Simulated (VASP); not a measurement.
Input of a VASP 6.6.1 run:

The input INCAR:

```
SYSTEM = Os
ALGO = Normal
EDIFF = 1E-7
EDIFFG = -0.005
ENCUT = 600
GGA = PE
IBRION = 2
ISIF = 3
ISMEAR = 0
LASPH = .TRUE.
LCHARG = .FALSE.
LREAL = .FALSE.
LWAVE = .FALSE.
NELM = 60
NSW = 100
PREC = Accurate
SIGMA = 0.1
```

KPOINTS

```
k-points
0
G
  18 18 10
  0 0 0
```

The input POSCAR:

```
Os
1.0
    2.7461342319      0.0000000000      0.0000000000
   -1.3730671160      2.3782220071      0.0000000000
    0.0000000000      0.0000000000      4.3263142200
Os
2
Direct
    0.3333333300      0.6666666700      0.2500000000
    0.6666666700      0.3333333300      0.7500000000
```

Potentials or basis: VASP PAW PBE potentials, release 64 (Os).

Command:

```sh
$ cat potpaw_PBE.64/Os/POTCAR > POTCAR
$ mpirun -np 1 vasp_std > vasp.out
```

Task: What does it give for the relaxed cell?

Result: a = 2.753 Å, b = 2.753 Å, c = 4.350 Å, α = 90.00°, β = 90.00°, γ = 120.00°.

Task: What does it give for the relaxed volume?

Result: 14.28 Å³/atom.

Step by step:
| step | energy change (eV) | largest force (eV/Å) | pressure (GPa) | volume (Å³) |
| --- | --- | --- | --- | --- |
| 1 | 0.0000 | 0.0000 | 4.42 | 28.25 |
| 2 | 0.0689 | 0.0000 | -16.58 | 29.88 |
| 3 | -0.0043 | 0.0000 | -0.15 | 28.56 |
| 4 | -0.0043 | 0.0000 | -0.07 | 28.56 |
| 5 | -0.0043 | 0.0000 | 0.08 | 28.54 |
| 6 | -0.0044 | 0.0000 | 0.01 | 28.55 |
